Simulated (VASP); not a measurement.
Input of a VASP 6.6.1 run:

The input POSCAR:

```
Hf
1.0
   -1.7237750000      1.8050000000      1.8050000000
    1.7237750000     -1.8050000000      1.8050000000
    1.7237750000      1.8050000000     -1.8050000000
Hf
1
Direct
    0.0000000000      0.0000000000      0.0000000000
```

INCAR.step1

```
ALGO = Normal ; EDIFF = 1E-4
ENCUT = 520 ; GGA = PE
ISMEAR = 0 ; LASPH = T
LCHARG = F ; LREAL = F
LWAVE = T ; NBANDS = 11
NELM = 100 ; PREC = Accurate
SIGMA = 0.15
```

INCAR.step2

```
ALGO = Normal ; EDIFF = 1E-6
ENCUT = 520 ; ISIF = 2
ISMEAR = 0 ; ISTART = 1
LASPH = T ; LCHARG = F
LMIXTAU = T ; LREAL = F
LWAVE = F ; METAGGA = R2SCAN
NBANDS = 11 ; NELM = 100
PREC = Accurate ; SIGMA = 0.15
```

File KPOINTS:

```
k-points
0
Gamma
  18 18 18
```

Potentials or basis: VASP PAW PBE potentials, release 64 (Hf_pv).

Launch:

```console
$ cat potpaw_PBE.64/Hf_pv/POTCAR > POTCAR
$ cp INCAR.step1 INCAR
$ mpirun -np 1 vasp_std > vasp.out
$ cp INCAR.step2 INCAR
$ mpirun -np 1 vasp_std > vasp.out
```

Task: Predict the band gap on the k mesh.

Result: Zero (bands 5 and 6 overlap by 2.34 eV).

Task: Estimate the pressure.

Result: -1.6 GPa.

Stress tensor (GPa, compression positive):
```
-3.64  0.00  0.00
 0.00 -0.54  0.00
 0.00  0.00 -0.54
```

Caveat: the cell differs from its parent crystal (strain -0.0450 x Voigt [1, 0, 0, 0, 0, 0]); the PAW data sets were made with another functional, which shifts forces and pressure a little; spin-orbit coupling is left out, which moves the levels of the heavy elements.
